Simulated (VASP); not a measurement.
# AgB2 (P-1) in VASP: single point with PBEsol

Aim: the single point of AgB2 with PBEsol.

Everything below comes from runs of VASP 6.6.1. Logs are shortened: lines on timing, memory, paths and dates and some standing lists are left out, and cuts for length are marked.

### 1 The cell of the first run

The typed cell holds 3 atoms: a = 3.000 Å, b = 2.987 Å, c = 3.240 Å, α = 89.79°, β = 89.43°, γ = 119.57°.

### 2 Single point, PBEsol (equal xy, yz and zx shear strains of +1 %)

Contents of INCAR:

```
PREC = Accurate
ENCUT = 520
EDIFF = 1E-6
ISMEAR = -1
SIGMA = 0.05
LREAL = False
LASPH = True
NELM = 60
ALGO = Normal
ISIF = 2
LWAVE = False
LCHARG = False
GGA = PS
NBANDS = 16
```

Contents of KPOINTS:

```
regular mesh
0
Gamma
  16 16 13
```

Contents of POSCAR:

```
AgB2
1.0
    3.0000016405      0.0150000082      0.0150000082
   -1.4870104321      2.5905776280      0.0054903841
    0.0162000000      0.0162000000      3.2400000000
Ag B
1 2
Direct
    0.0000000000      0.0000000000      0.0000000000
    0.3333333333      0.6666666667      0.5000000000
    0.6666666667      0.3333333333      0.5000000000
```

Potentials or basis: VASP PAW PBE potentials, release 64 (Ag, B).

Launch:

```console
cat potpaw_PBE.64/Ag/POTCAR potpaw_PBE.64/B/POTCAR > POTCAR
mpirun -np 1 vasp_std > vasp.out
```

OUTCAR:

```text
PREC = Accurate
   ENCUT = 520
   EDIFF = 1E-6
   ISMEAR = -1
   LREAL = False
   LASPH = True
   NELM = 60
   ISIF = 2
   GGA = PS

 ion  position               nearest neighbor table
   1  0.000  0.000  0.000-   2 2.36   3 2.36   3 2.36   2 2.36   3 2.36   2 2.36   2 2.37   3 2.37
                             3 2.38   2 2.38   3 2.39   2 2.39
   2  0.333  0.667  0.500-   3 1.72   3 1.73   3 1.74   1 2.36   1 2.36   1 2.36   1 2.37   1 2.38
                             1 2.39
   3  0.667  0.333  0.500-   2 1.72   2 1.73   2 1.74   1 2.36   1 2.36   1 2.36   1 2.37   1 2.38
                             1 2.39

  LATTYP: Found a triclinic cell.
 ALAT       =     5.1962851665
 B/A-ratio  =     0.5748386815
 C/A-ratio  =     0.6235379497
 COS(alpha) =     0.0036852528
 COS(beta)  =     0.0100244988
 COS(gamma) =     0.8647750968

  Lattice vectors:

 A1 = (   0.0259807763,   5.1961552642,   0.0259807764)
 A2 = (  -1.4870104321,   2.5905776280,   0.0054903841)
 A3 = (   0.0162000000,   0.0162000000,   3.2400000000)

Analysis of symmetry for initial positions (statically):
=====================================================================
 Subroutine PRICEL returns:
 Original cell was already a primitive cell.

 Routine SETGRP: Setting up the symmetry group for a
 triclinic supercell.

 Subroutine GETGRP returns: Found  2 space group operations
 (whereof  2 operations were pure point group operations)
 out of a pool of  2 trial point group operations.

The static configuration has the point symmetry S_2 .

Analysis of symmetry for dynamics (positions and initial velocities):
=====================================================================
 Subroutine PRICEL returns:
 Original cell was already a primitive cell.

 Routine SETGRP: Setting up the symmetry group for a
 triclinic supercell.

 Subroutine GETGRP returns: Found  2 space group operations
 (whereof  2 operations were pure point group operations)
 out of a pool of  2 trial point group operations.

The dynamic configuration has the point symmetry S_2 .

 Subroutine INISYM returns: Found  2 space group operations
 (whereof  2 operations are pure point group operations),
 and found     1 'primitive' translations

----------------------------------------------------------------------------------------

                                     Primitive cell

  volume of cell :      25.2514

  direct lattice vectors                    reciprocal lattice vectors
     3.000001640  0.015000008  0.015000008     0.332392225  0.190801103 -0.002615967
    -1.487010432  2.590577628  0.005490384    -0.001915020  0.384919119 -0.001915020
     0.016200000  0.016200000  3.240000000    -0.001535609 -0.001535609  0.308657331

  length of vectors
     3.000076640  2.987025714  3.240080999     0.383270786  0.384928647  0.308664971

  position of ions in fractional coordinates (direct lattice)
     0.000000000  0.000000000  0.000000000
     0.333333333  0.666666667  0.500000000
     0.666666667  0.333333333  0.500000000

  ion indices of the primitive-cell ions
   primitive index   ion index
                 1           1
                 2           2
                 3           3

----------------------------------------------------------------------------------------

 KPOINTS: regular mesh

Automatic generation of k-mesh.
 Grid dimensions read from file:
 generate k-points for:   16   16   13

 Generating k-lattice:

  Cartesian coordinates                     Fractional coordinates (reciprocal lattice)
     0.020774514  0.011925069 -0.000163498     0.062500000 -0.000000000  0.000000000
    -0.000119689  0.024057445 -0.000119689    -0.000000000  0.062500000  0.000000000
    -0.000118124 -0.000118124  0.023742872     0.000000000  0.000000000  0.076923077

  Length of vectors
     0.023954424  0.024058040  0.023743459

  Shift w.r.t. Gamma in fractional coordinates (k-lattice)
     0.000000000  0.000000000  0.000000000

 Subroutine IBZKPT returns following result:
 ===========================================

 Found   1666 irreducible k-points:

 Following reciprocal coordinates:
            Coordinates               Weight
  0.000000  0.000000  0.000000      1.000000
  0.062500  0.000000  0.000000      2.000000
  0.125000  0.000000  0.000000      2.000000
  0.187500 -0.000000  0.000000      2.000000
  0.250000  0.000000  0.000000      2.000000
  0.312500  0.000000  0.000000      2.000000
[... 16 lines left out ...]
 -0.187500  0.062500 -0.000000      2.000000
 -0.125000  0.062500 -0.000000      2.000000
 [... further k-points ...]
   k-points           NKPTS =   1666   k-points in BZ     NKDIM =   1666   number of bands    NBANDS=     16
   number of dos      NEDOS =    301   number of ions     NIONS =      3
   total plane-waves  NPLWV =  13824
   dimension x,y,z NGX =    24 NGY =   24 NGZ =   24
   dimension x,y,z NGXF=    48 NGYF=   48 NGZF=   48
   ions per type =               1   2
   NGX,Y,Z   is equivalent  to a cutoff of  13.30, 13.36, 12.31 a.u.
   NGXF,Y,Z  is equivalent  to a cutoff of  26.60, 26.71, 24.63 a.u.
 SYSTEM =  unknown system
   PREC   = accura    normal or accurate (medium, high low for compatibility)
   ISTART =      0    job   : 0-new  1-cont  2-samecut
   ICHARG =      2    charge: 1-file 2-atom 10-const
   ISPIN  =      1    spin polarized calculation?
   LNONCOLLINEAR =      F non collinear calculations
   LSORBIT =      F    spin-orbit coupling
   LASPH  =      T    aspherical Exc in radial PAW
   ENCUT  =  520.0 eV  38.22 Ry    6.18 a.u.   5.58  5.55  6.02*2*pi/ulx,y,z
   NELM   =     60;   NELMIN=  2; NELMDL= -5     # of ELM steps
   EDIFF  = 0.1E-05   stopping-criterion for ELM
   LREAL  =      F    real-space projection
   EDIFFG = 0.1E-04   stopping-criterion for IOM
   NSW    =      0    number of steps for IOM
   IBRION =     -1    ionic relax: 0-MD 1-quasi-New 2-CG
   NFREE  =      0    steps in history (QN), initial steepest desc. (CG)
   ISIF   =      2    stress and relaxation
   ISYM   =      2    0-nonsym 1-usesym 2-fastsym
   POTIM  = 0.5000    time-step for ionic-motion
   TEBEG  =    0.0;   TEEND  =   0.0 temperature during run
   PSTRESS=    0.0 pullay stress
   NELECT =      17.0000    total number of electrons
   NUPDOWN=      -1.0000    fix difference up-down
   EMIN   =  10.00;   EMAX   =-10.00  energy-range for DOS
   EFERMI =   0.00;   METHOD = LEGACY
   ISMEAR =    -1;   SIGMA  =   0.05  broadening in eV -4-tet -1-fermi 0-gaus
   EFERMI_NEDOS =   21; number of points for ismear=-14 and -15
   IALGO  =     38    algorithm
   IMIX   =      4    mixing-type and parameters
     AMIX     =   0.40;   BMIX     =  1.00
     AMIX_MAG =   1.60;   BMIX_MAG =  1.00
  volume/ion in A,a.u.               =       8.42        56.80
  Fermi-wavevector in a.u.,A,eV,Ry     =   1.434814  2.711406 28.010213  2.058693
  Thomas-Fermi vector in A             =   2.554182
   LORBIT       =      0    0 simple, 1 ext, 2 COOP (PROOUT), +10 PAW based schemes
   GGA     = PS    functional components
   LHFCALC =     F    Hartree Fock is set to
   AEXX    =    0.0000 exact exchange contribution
   IVDW    =     0    specifies the selected vdW correction
   LEPSILON=     F    determine dielectric tensor
   LRPA    =     F    only Hartree local field effects (RPA)
 non-spin polarized calculation
  energy-cutoff  :      520.00
  volume of cell :       25.25
 maximum number of plane-waves:       698
   NGX = 11   NGY = 11   NGZ = 13

 number of electron      16.9999993 magnetization

 Free energy of the ion-electron system (eV)
  ---------------------------------------------------
  ext. energy  EPLUGINS =         0.00000000
  ---------------------------------------------------
  free energy    TOTEN  =       -14.81216838 eV

  energy without entropy =      -14.80047233  energy(sigma->0) =      -14.80632036

 E-fermi :  10.6584     XC(G=0): -13.4263

 val. band max:       10.6578511111   @ k =  -0.1250   0.2500   0.4615
 cond. band min:      10.6588628261   @ k =   0.1875   0.0000   0.3077
 fundamental gap:      0.0010117150
 Fermi energy:        10.6583694486

 k-point     1 :       0.0000    0.0000    0.0000
  band No.  band energies     occupation
      1      -3.7793      2.00000
      2       3.4493      2.00000
      3       3.9497      2.00000
      4       4.0316      2.00000
      5       5.5530      2.00000
      6       5.5565      2.00000
[... 8 lines left out ...]
     15      27.3553      0.00000
     16      29.4930      0.00000

 k-point     2 :       0.0625    0.0000    0.0000
  band No.  band energies     occupation
      1      -3.7037      2.00000
      2       3.4836      2.00000
      3       3.8885      2.00000
      4       4.0786      2.00000
      5       5.3144      2.00000
      6       5.5451      2.00000
[... 8 lines left out ...]
     15      27.5154      0.00000
     16      29.7316      0.00000

 k-point     3 :       0.1250    0.0000    0.0000
  band No.  band energies     occupation
      1      -3.4789      2.00000
      2       3.5732      2.00000
      3       3.7078      2.00000
      4       4.2258      2.00000
      5       4.8560      2.00000
      6       5.5130      2.00000
[... 8 lines left out ...]
     15      27.9286      0.00000
     16      29.9296      0.00000

 k-point     4 :       0.1875   -0.0000    0.0000
  band No.  band energies     occupation
      1      -3.1110      2.00000
      2       3.4153      2.00000
      3       3.6969      2.00000
      4       4.3987      2.00000
      5       4.4652      2.00000
      6       5.4654      2.00000
[... 8 lines left out ...]
     15      28.2258      0.00000
     16      30.1997      0.00000

 k-point     5 :       0.2500    0.0000    0.0000
  band No.  band energies     occupation
      1      -2.6105      2.00000
      2       3.0472      2.00000
      3       3.7733      2.00000
      4       4.0106      2.00000
      5       4.7769      2.00000
      6       5.4102      2.00000
[... 8 lines left out ...]
     15      27.7858      0.00000
     16      29.2053      0.00000

 k-point     6 :       0.3125    0.0000    0.0000
  band No.  band energies     occupation
      1      -1.9928      2.00000
      2       2.5860      2.00000
      3       3.6938      2.00000
      4       3.7560      2.00000
      5       5.1430      2.00000
      6       5.3579      2.00000
[... 8 lines left out ...]
     15      27.3585      0.00000
     16      27.9165      0.00000
[... 267 lines left out ...]
 k-point    21 :      -0.3125    0.0625   -0.0000
  band No.  band energies     occupation
      1      -2.2586      2.00000
      2       2.8205      2.00000
      3       3.7777      2.00000
      4       3.8435      2.00000
      5       4.9590      2.00000
      6       5.3402      2.00000
[... 8 lines left out ...]
     15      27.3749      0.00000
     16      27.9513      0.00000

 k-point    22 :      -0.2500    0.0625   -0.0000
  band No.  band energies     occupation
      1      -2.8193      2.00000
      2       3.2228      2.00000
      3       3.7584      2.00000
      4       4.1659      2.00000
      5       4.6255      2.00000
      6       5.4077      2.00000
[... 8 lines left out ...]
     15      28.0132      0.00000
     16      29.0376      0.00000

 k-point    23 :      -0.1875    0.0625   -0.0000
  band No.  band energies     occupation
      1      -3.2545      2.00000
      2       3.5471      2.00000
      3       3.6579      2.00000
      4       4.3496      2.00000
      5       4.5611      2.00000
      6       5.4704      2.00000
[... 8 lines left out ...]
     15      28.2152      0.00000
     16      29.6318      0.00000

 k-point    24 :      -0.1250    0.0625   -0.0000
  band No.  band energies     occupation
      1      -3.5515      2.00000
      2       3.5495      2.00000
      3       3.7942      2.00000
      4       4.1461      2.00000
      5       4.9834      2.00000
      6       5.5175      2.00000
[... 8 lines left out ...]
     15      27.8339      0.00000
     16      29.6931      0.00000

 [... further k-points ...]

------------------------ aborting loop because EDIFF is reached ----------------------------------------

  FORCE on cell =-STRESS in cart. coord.  units (eV):
  Direction    XX          YY          ZZ          XY          YZ          ZX
  --------------------------------------------------------------------------------------
  -------------------------------------------------------------------------------------
  Total        5.7575108      5.7554081     10.6660920     -0.2163408     -0.0097027     -0.0129606
  in kB      365.3079972    365.1745821    676.7523084    -13.7265945     -0.6156236     -0.8223353
  external PRESSURE =     469.0782959 kB  Pullay stress =       0.0000000 kB

 VOLUME and BASIS-vectors are now :
 -----------------------------------------------------------------------------
  energy-cutoff  :      520.00
  volume of cell :       25.25
      direct lattice vectors                 reciprocal lattice vectors
     3.000001640  0.015000008  0.015000008     0.332392225  0.190801103 -0.002615967
    -1.487010432  2.590577628  0.005490384    -0.001915020  0.384919119 -0.001915020
     0.016200000  0.016200000  3.240000000    -0.001535609 -0.001535609  0.308657331

 POSITION                                       TOTAL-FORCE (eV/Angst)
 -----------------------------------------------------------------------------------
      0.00000      0.00000      0.00000         0.000000      0.000000     -0.000000
      0.01676      1.74015      1.62866        -0.084142     -0.000531     -0.001963
      1.51243      0.88163      1.63183         0.084142      0.000531      0.001963
 -----------------------------------------------------------------------------------
    total drift:                               -0.000000      0.000000      0.000000

  FREE ENERGIE OF THE ION-ELECTRON SYSTEM (eV)
  ---------------------------------------------------
  free  energy   TOTEN  =       -14.8121683839 eV

  energy  without entropy=      -14.8004723279  energy(sigma->0) =      -14.80632036
```

It took 6.5 min on 1 thread of Intel Xeon 8259CL, shared host; peak memory 0.71 GiB.

Results:

| Item | Value |
| --- | --- |
| Free energy | -14.8122 eV |
| Pressure | 46.9 GPa |
| Largest force | 0.084 eV/Å |
| Band gap on the k mesh | zero (an odd number of electrons rules out a gap without spin polarisation) |

Forces in eV/Å, atoms in the order of the input:
```
Ag   0.000  0.000  0.000
B   -0.084 -0.001 -0.002
B    0.084  0.001  0.002
```

Caveat: the cell differs from its parent crystal (equal xy, yz and zx shear strains of +1 %); the cell stands under pressure; the PAW data sets were made with another functional, which shifts forces and pressure a little.
